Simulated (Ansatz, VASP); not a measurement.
# BN: VASP beside Ansatz

The input INCAR:

```
ALGO = Normal
EDIFF = 1E-6
ENCUT = 1330
GGA_COMPAT = False
ISIF = 2
ISMEAR = 0
LASPH = True
LCHARG = False
LREAL = False
LWAVE = False
NBANDS = 11
NELM = 120
PREC = Accurate
SIGMA = 0.05
```

The input KPOINTS:

```
k-points
0
Gamma
  12 12 12
```

Contents of POSCAR:

```
BN
1.0
    0.0000000000      1.7899977716      1.7899977716
    1.7899977716      0.0000000000      1.7899977716
    1.7899977716      1.7899977716      0.0000000000
B N
1 1
Direct
    0.0000000000      0.0000000000      0.0000000000
    0.7500000000      0.7500000000      0.7500000000
```

Input for Ansatz:

```yaml
crystal:
  lattice:
    - [0.0, 1.7899977716, 1.7899977716]
    - [1.7899977716, 0.0, 1.7899977716]
    - [1.7899977716, 1.7899977716, 0.0]
  atoms:
    - { symbol: B, position: [0.0, 0.0, 0.0] }
    - { symbol: "N", position: [0.75, 0.75, 0.75] }
basis:
  ecutwfc: 520.0
kpoints:
  mp_grid: { grid: [12, 12, 12] }
hamiltonian:
  xc: lda
  pseudopotentials: { kind: paw, azcp: { folder: soft_1 } }
scf:
  occupations: { method: gaussian, width: 0.05 }
output:
  forces: true
  stress: true
  eigenvalues: true
  write_density: true
  write_potential: true
  elf: true
  volumetric_format: npy
```

Alike in both runs: task single point; functional LDA; k mesh 12 × 12 × 12; occupations gaussian, width 0.05 eV; no spin polarisation.

|  | VASP | Ansatz |
| --- | --- | --- |
| version | VASP 6.6.1 | Ansatz 0.2.0 |
| potentials or method | VASP PAW LDA potentials, release 64 (B_h, N_h), cutoff 1330 eV | scalar-relativistic, plane waves, PAW |
| valence electrons in the cell | 8 | 8 |

```csv
,VASP,Ansatz,Ansatz less VASP
gap on the k mesh at the Fermi level (eV),4.38,4.39,+0.008
least direct gap on the mesh (eV),8.82,8.83,+0.003
pressure (GPa),0.9,0.0,-0.89
```

Ansatz warns that its potentials were made for another functional, while VASP's fit it. LDA's correlation is that of Perdew and Zunger in VASP and of Perdew and Wang (1992) in Ansatz.
